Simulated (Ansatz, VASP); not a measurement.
**Two plane-wave programs on C**

```
C
1.0
     0.00000    2.04764    3.39878
     1.18299    0.00000    3.39878
     1.18299    2.04764    0.00000
C
2
Direct
  0.16671 0.83329 0.16671
  0.83329 0.16671 0.83329
```

Change from the starting cell: volume 8.233 Å^3 an atom, stretch along c over the lengths across it, relative to the relaxed cell 1.0625.

Alike in both runs: task single point; functional PBEsol; dispersion D3(BJ); k mesh 18 × 18 × 18; occupations gaussian, width 0.03 eV; no spin polarisation.

|  | VASP | Ansatz |
| --- | --- | --- |
| version | VASP 6.6.1 | Ansatz 0.2.0 |
| potentials or method | VASP PAW PBE potentials, release 64 (C), cutoff 520 eV | scalar-relativistic, plane waves, PAW |
| valence electrons in the cell | 8 | 8 |

|  | VASP | Ansatz | Ansatz less VASP |
| --- | --- | --- | --- |
| gap on the k mesh at the Fermi level (eV) | 0.07 | 0.07 | 0.000 |
| least direct gap on the mesh (eV) | 0.14 | 0.14 | 0.000 |

VASP's potentials were made for PBE, not for PBEsol, and Ansatz warns of the same on its side.
